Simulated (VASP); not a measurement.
# Ru in VASP: further runs

Ru is run at these levels: PBE; tasks: single point, relaxation of cell and atoms.

Program: VASP 6.6.1. These are calculated values, not measurements. Logs are shortened: lines on timing, memory, paths and dates and some standing lists are left out, and cuts for length are marked.

### 1 The cell of the first run

The typed cell holds 4 atoms: a = 4.664 Å, b = 3.816 Å, c = 3.800 Å, α = 90.00°, β = 113.94°, γ = 114.15°.

The cell was built from a structure type or drawn by symmetry, and may not be a known phase.

### 2 Single point, PBE

The input, INCAR:

```
PREC = Accurate
ENCUT = 520
EDIFF = 1E-7
ISMEAR = 0
SIGMA = 0.1
LREAL = F
LASPH = T
NELM = 60
ALGO = Normal
ISIF = 2
LWAVE = F
LCHARG = F
GGA = PE
NBANDS = 36
```

The input, KPOINTS:

```
regular mesh
0
Gamma
  4 4 6
```

The input, POSCAR:

```
Ru
1.0
    4.5516017500     -0.7345351018     -0.7065553637
   -1.0342303945      3.6690532923     -0.1723348289
   -1.0317017030     -0.1190876603      3.6552038297
Ru
4
Direct
    0.6070550603      0.7724468231      0.9694742014
    1.1070436126      0.5224337611      0.2194658915
    0.1070461003      0.0224370009      0.7194633037
    0.6070476206      0.2724381156      0.4694710706
```

Potentials or basis: VASP PAW PBE potentials, release 64 (Ru_pv).

On the command line:

```console
$ cat potpaw_PBE.64/Ru_pv/POTCAR > POTCAR
$ mpirun -np 1 vasp_std > vasp.out
```

OUTCAR:

```text
PREC = Accurate
   ENCUT = 520
   EDIFF = 1E-7
   ISMEAR = 0
   LREAL = F
   LASPH = T
   NELM = 60
   ISIF = 2
   GGA = PE

 ion  position               nearest neighbor table
   1  0.607  0.772  0.969-   3 2.69   2 2.69   4 2.69   4 2.69   4 2.69   4 2.69   3 2.69   2 2.69
                             2 2.70   2 2.70   3 2.70   3 2.70
   2  0.107  0.522  0.219-   4 2.69   1 2.69   3 2.69   3 2.69   3 2.69   3 2.69   4 2.69   1 2.69
                             1 2.70   1 2.70   4 2.70   4 2.70
   3  0.107  0.022  0.719-   4 2.69   1 2.69   2 2.69   2 2.69   2 2.69   2 2.69   1 2.69   4 2.69
                             4 2.70   4 2.70   1 2.70   1 2.70
   4  0.607  0.272  0.469-   3 2.69   2 2.69   1 2.69   1 2.69   1 2.69   1 2.69   2 2.69   3 2.69
                             3 2.70   3 2.70   2 2.70   2 2.70

  LATTYP: Found a base centered monoclinic cell.
 ALAT       =     8.5124550031
 B/A-ratio  =     0.4482755013
 C/A-ratio  =     0.4463908796
 COS(beta)  =    -0.4446220695

  Lattice vectors:

 A1 = (   4.5516017500,  -0.7345351018,  -0.7065553637)
 A2 = (   3.5173713555,   2.9345181905,  -0.8788901926)
 A3 = (  -1.0317017030,  -0.1190876603,   3.6552038297)

Analysis of symmetry for initial positions (statically):
=====================================================================
 Subroutine PRICEL returns:
 Original cell was already a primitive cell.

 Routine SETGRP: Setting up the symmetry group for a
 base centered monoclinic supercell.

 Subroutine GETGRP returns: Found  2 space group operations
 (whereof  1 operations were pure point group operations)
 out of a pool of  4 trial point group operations.

The static configuration has the point symmetry C_1 .
 The point group associated with its full space group is S_2 .

Analysis of symmetry for dynamics (positions and initial velocities):
=====================================================================
 Subroutine PRICEL returns:
 Original cell was already a primitive cell.

 Routine SETGRP: Setting up the symmetry group for a
 base centered monoclinic supercell.

 Subroutine GETGRP returns: Found  2 space group operations
 (whereof  1 operations were pure point group operations)
 out of a pool of  4 trial point group operations.

The dynamic configuration has the point symmetry C_1 .
 The point group associated with its full space group is S_2 .

 Subroutine INISYM returns: Found  2 space group operations
 (whereof  1 operations are pure point group operations),
 and found     1 'primitive' translations

----------------------------------------------------------------------------------------

                                     Primitive cell

  volume of cell :      55.2798

  direct lattice vectors                    reciprocal lattice vectors
     4.551601750 -0.734535102 -0.706555364     0.242233538  0.071601617  0.070704572
    -1.034230394  3.669053292 -0.172334829     0.050090973  0.287773941  0.023514220
    -1.031701703 -0.119087660  3.655203830     0.049185718  0.027408589  0.288358478

  length of vectors
     4.664315683  3.815925034  3.799882276     0.262303288  0.293045841  0.293804489

  position of ions in fractional coordinates (direct lattice)
     0.607055060  0.772446823  0.969474201
     0.107043613  0.522433761  0.219465892
     0.107046100  0.022437001  0.719463304
     0.607047621  0.272438116  0.469471071

  ion indices of the primitive-cell ions
   primitive index   ion index
                 1           1
                 2           2
                 3           3
                 4           4

----------------------------------------------------------------------------------------

 KPOINTS: regular mesh

Automatic generation of k-mesh.
 Grid dimensions read from file:
 generate k-points for:    4    4    6

 Generating k-lattice:

  Cartesian coordinates                     Fractional coordinates (reciprocal lattice)
     0.060558385  0.017900404  0.017676143     0.250000000  0.000000000  0.000000000
     0.012522743  0.071943485  0.005878555    -0.000000000  0.250000000  0.000000000
     0.008197620  0.004568098  0.048059746     0.000000000  0.000000000  0.166666667

  Length of vectors
     0.065575822  0.073261460  0.048967415

  Shift w.r.t. Gamma in fractional coordinates (k-lattice)
     0.000000000  0.000000000  0.000000000

 Subroutine IBZKPT returns following result:
 ===========================================

 Found     52 irreducible k-points:

 Following reciprocal coordinates:
            Coordinates               Weight
  0.000000  0.000000  0.000000      1.000000
  0.250000 -0.000000 -0.000000      2.000000
  0.500000 -0.000000 -0.000000      1.000000
  0.000000  0.250000 -0.000000      2.000000
 -0.250000  0.250000  0.000000      2.000000
  0.250000  0.250000 -0.000000      2.000000
[... 16 lines left out ...]
  0.000000  0.500000  0.166667      2.000000
  0.500000  0.500000 -0.166667      2.000000
 [... further k-points ...]
   k-points           NKPTS =     52   k-points in BZ     NKDIM =     52   number of bands    NBANDS=     36
   number of dos      NEDOS =    301   number of ions     NIONS =      4
   total plane-waves  NPLWV =  28224
   dimension x,y,z NGX =    36 NGY =   28 NGZ =   28
   dimension x,y,z NGXF=    72 NGYF=   56 NGZF=   56
   ions per type =               4
   NGX,Y,Z   is equivalent  to a cutoff of  12.83, 12.20, 12.25 a.u.
   NGXF,Y,Z  is equivalent  to a cutoff of  25.66, 24.40, 24.50 a.u.
 SYSTEM =  unknown system
   PREC   = accura    normal or accurate (medium, high low for compatibility)
   ISTART =      0    job   : 0-new  1-cont  2-samecut
   ICHARG =      2    charge: 1-file 2-atom 10-const
   ISPIN  =      1    spin polarized calculation?
   LNONCOLLINEAR =      F non collinear calculations
   LSORBIT =      F    spin-orbit coupling
   LASPH  =      T    aspherical Exc in radial PAW
   ENCUT  =  520.0 eV  38.22 Ry    6.18 a.u.   8.67  7.10  7.07*2*pi/ulx,y,z
   NELM   =     60;   NELMIN=  2; NELMDL= -5     # of ELM steps
   EDIFF  = 0.1E-06   stopping-criterion for ELM
   LREAL  =      F    real-space projection
   EDIFFG = 0.1E-05   stopping-criterion for IOM
   NSW    =      0    number of steps for IOM
   IBRION =     -1    ionic relax: 0-MD 1-quasi-New 2-CG
   NFREE  =      0    steps in history (QN), initial steepest desc. (CG)
   ISIF   =      2    stress and relaxation
   ISYM   =      2    0-nonsym 1-usesym 2-fastsym
   POTIM  = 0.5000    time-step for ionic-motion
   TEBEG  =    0.0;   TEEND  =   0.0 temperature during run
   PSTRESS=    0.0 pullay stress
   NELECT =      56.0000    total number of electrons
   NUPDOWN=      -1.0000    fix difference up-down
   EMIN   =  10.00;   EMAX   =-10.00  energy-range for DOS
   EFERMI =   0.00;   METHOD = LEGACY
   ISMEAR =     0;   SIGMA  =   0.10  broadening in eV -4-tet -1-fermi 0-gaus
   EFERMI_NEDOS =   21; number of points for ismear=-14 and -15
   IALGO  =     38    algorithm
   IMIX   =      4    mixing-type and parameters
     AMIX     =   0.40;   BMIX     =  1.00
     AMIX_MAG =   1.60;   BMIX_MAG =  1.00
  volume/ion in A,a.u.               =      13.82        93.26
  Fermi-wavevector in a.u.,A,eV,Ry     =   1.644178  3.107045 36.780907  2.703320
  Thomas-Fermi vector in A             =   2.734187
   LORBIT       =      0    0 simple, 1 ext, 2 COOP (PROOUT), +10 PAW based schemes
   GGA     = PE    functional components
   LHFCALC =     F    Hartree Fock is set to
   AEXX    =    0.0000 exact exchange contribution
   IVDW    =     0    specifies the selected vdW correction
   LEPSILON=     F    determine dielectric tensor
   LRPA    =     F    only Hartree local field effects (RPA)
 non-spin polarized calculation
 Gauss-broadening in eV      SIGMA  =   0.10
  energy-cutoff  :      520.00
  volume of cell :       55.28
 maximum number of plane-waves:      1502
 NGX is ok and might be reduce to    36

 number of electron      56.0000004 magnetization

 Free energy of the ion-electron system (eV)
  ---------------------------------------------------
  ext. energy  EPLUGINS =         0.00000000
  ---------------------------------------------------
  free energy    TOTEN  =       -36.55563464 eV

  energy without entropy =      -36.53674518  energy(sigma->0) =      -36.54618991

 E-fermi :  12.4643     XC(G=0): -14.0070

 val. band max:       12.4542193939   @ k =  -0.2500   0.0000   0.1667
 cond. band min:      12.4905168834   @ k =  -0.2500   0.2500  -0.1667
 fundamental gap:      0.0362974895
 Fermi energy:        12.4643236614

 k-point     1 :       0.0000    0.0000    0.0000
  band No.  band energies     occupation
      1     -30.9147      2.00000
      2     -30.6572      2.00000
      3     -30.6571      2.00000
      4     -30.6392      2.00000
      5     -30.6392      2.00000
      6     -30.3648      2.00000
[... 28 lines left out ...]
     35      22.7677      0.00000
     36      22.7773      0.00000

 k-point     2 :       0.2500   -0.0000   -0.0000
  band No.  band energies     occupation
      1     -30.8592      2.00000
      2     -30.8400      2.00000
      3     -30.7865      2.00000
      4     -30.4505      2.00000
      5     -30.4333      2.00000
      6     -30.3453      2.00000
[... 28 lines left out ...]
     35      19.2155      0.00000
     36      19.2794      0.00000

 k-point     3 :       0.5000   -0.0000   -0.0000
  band No.  band energies     occupation
      1     -30.9414      2.00000
      2     -30.9218      2.00000
      3     -30.4636      2.00000
      4     -30.4636      2.00000
      5     -30.3653      2.00000
      6     -30.3465      2.00000
[... 28 lines left out ...]
     35      16.0169      0.00000
     36      16.1014      0.00000
[... 742 lines left out ...]
 k-point    23 :       0.0000    0.5000    0.1667
  band No.  band energies     occupation
      1     -30.8172      2.00000
      2     -30.7703      2.00000
      3     -30.7231      2.00000
      4     -30.5965      2.00000
      5     -30.5101      2.00000
      6     -30.4157      2.00000
[... 28 lines left out ...]
     35      18.1454      0.00000
     36      20.4017      0.00000

 k-point    24 :       0.5000    0.5000   -0.1667
  band No.  band energies     occupation
      1     -30.8173      2.00000
      2     -30.7703      2.00000
      3     -30.7231      2.00000
      4     -30.5965      2.00000
      5     -30.5101      2.00000
      6     -30.4157      2.00000
[... 28 lines left out ...]
     35      18.1454      0.00000
     36      20.4015      0.00000

 [... further k-points ...]
[... 5 lines left out ...]
  --------------------------------------------------------------------------------------
  -------------------------------------------------------------------------------------
  Total       -0.0384540     -0.0395723     -0.0351376      0.0007360     -0.0001508      0.0017499
  in kB       -1.1145155     -1.1469269     -1.0183956      0.0213321     -0.0043706      0.0507162
  external PRESSURE =      -1.0932793 kB  Pullay stress =       0.0000000 kB

 VOLUME and BASIS-vectors are now :
 -----------------------------------------------------------------------------
  energy-cutoff  :      520.00
  volume of cell :       55.28
      direct lattice vectors                 reciprocal lattice vectors
     4.551601750 -0.734535102 -0.706555364     0.242233538  0.071601617  0.070704572
    -1.034230394  3.669053292 -0.172334829     0.050090973  0.287773941  0.023514220
    -1.031701703 -0.119087660  3.655203830     0.049185718  0.027408589  0.288358478

 POSITION                                       TOTAL-FORCE (eV/Angst)
 -----------------------------------------------------------------------------------
      0.96398      2.27279      2.98159        -0.000221     -0.000226     -0.000122
     -0.27952      1.81207      0.63653         0.000221      0.000226      0.000122
     -0.27825     -0.08199      2.55028        -0.000001     -0.000003      0.000162
      1.99692      0.49778      1.24015         0.000001      0.000003     -0.000162
 -----------------------------------------------------------------------------------
    total drift:                                0.009852      0.014297      0.014978

  FREE ENERGIE OF THE ION-ELECTRON SYSTEM (eV)
  ---------------------------------------------------
  free  energy   TOTEN  =       -36.5556346361 eV

  energy  without entropy=      -36.5367451814  energy(sigma->0) =      -36.54618991
```

It took 77 s on 1 thread of Intel Xeon Platinum 8259CL at 2.50GHz (Skylake/Cascade Lake), shared host; peak memory 0.21 GiB.

What came out:

```yaml
Free_energy: -36.5556 eV
Pressure: -0.1 GPa
Band_gap_on_the_k_mesh: zero (bands 28 and 29 overlap by 1.28 eV)
```

Caveat: the k points lie up to 0.46 Å⁻¹ apart, too coarse for converged energies and pressures of a metal.

### 3 Relaxation of cell and atoms, PBE

This run uses another cell than the first one: it holds 1 atom, not 4.

The input, INCAR:

```
SYSTEM = Ru
PREC = Accurate
ENCUT = 600
EDIFF = 1E-7
ISMEAR = 0
SIGMA = 0.1
LREAL = .False.
LASPH = .True.
NELM = 80
ALGO = Normal
ISIF = 3
LWAVE = .False.
LCHARG = .False.
GGA = PE
IBRION = 2
NSW = 100
EDIFFG = -0.01
```

The input, KPOINTS:

```
Automatic mesh
0
Gamma
  24 24 24
  0 0 0
```

The input, POSCAR:

```
Ru
1.0
    0.0000000000      1.9034129939      1.9034129939
    1.9034129939      0.0000000000      1.9034129939
    1.9034129939      1.9034129939      0.0000000000
Ru
1
Direct
    0.0000000000      0.0000000000      0.0000000000
```

Potentials or basis: VASP PAW PBE potentials, release 64 (Ru_pv).

On the command line:

```console
$ cat potpaw_PBE.64/Ru_pv/POTCAR > POTCAR
$ mpirun -np 1 vasp_std > vasp.out
```

It took 1.8 min on 1 thread of Intel Xeon Platinum 8259CL at 2.50GHz (Skylake/Cascade Lake), shared host; peak memory 0.2 GiB.

Results (log left out):

- Free energy: -9.1225 eV
- Relaxed volume: 13.83 Å³/atom
- Relaxed cell: a = 2.694 Å, b = 2.694 Å, c = 2.694 Å, α = 60.00°, β = 60.00°, γ = 60.00°
- Space group after relaxing (to 0.1 Å): Fm-3m (No. 225)
- Energy gained by relaxing: 0.1 meV/atom
- Ionic steps: 3
- Pressure after relaxing: 0.0 GPa
- Band gap on the k mesh: zero (bands 7 and 8 overlap by 3.41 eV)

Final structure:
```yaml
crystal:
  lattice:
    - [0.00000, 1.90499, 1.90499]
    - [1.90499, 0.00000, 1.90499]
    - [1.90499, 1.90499, 0.00000]
  atoms:
    - { symbol: Ru, position: [0.00000, 0.00000, 0.00000] }
```

Levels at points of the mesh, in eV from the Fermi level:
```tsv
k point	band 3	band 4	band 5	band 6	band 7	band 8	band 9	band 10	band 11
(0.00, 0.00, 0.00)	-42.42	-7.79	-2.50	-2.50	-2.50	-0.12	-0.12	10.57	15.08
(0.50, 0.00, 0.00)	-42.55	-5.93	-2.62	-2.62	1.02	1.70	1.70	9.87	10.58
(0.50, 0.50, 0.00)	-42.78	-6.22	-5.75	1.66	2.20	2.20	3.62	10.57	13.36
```
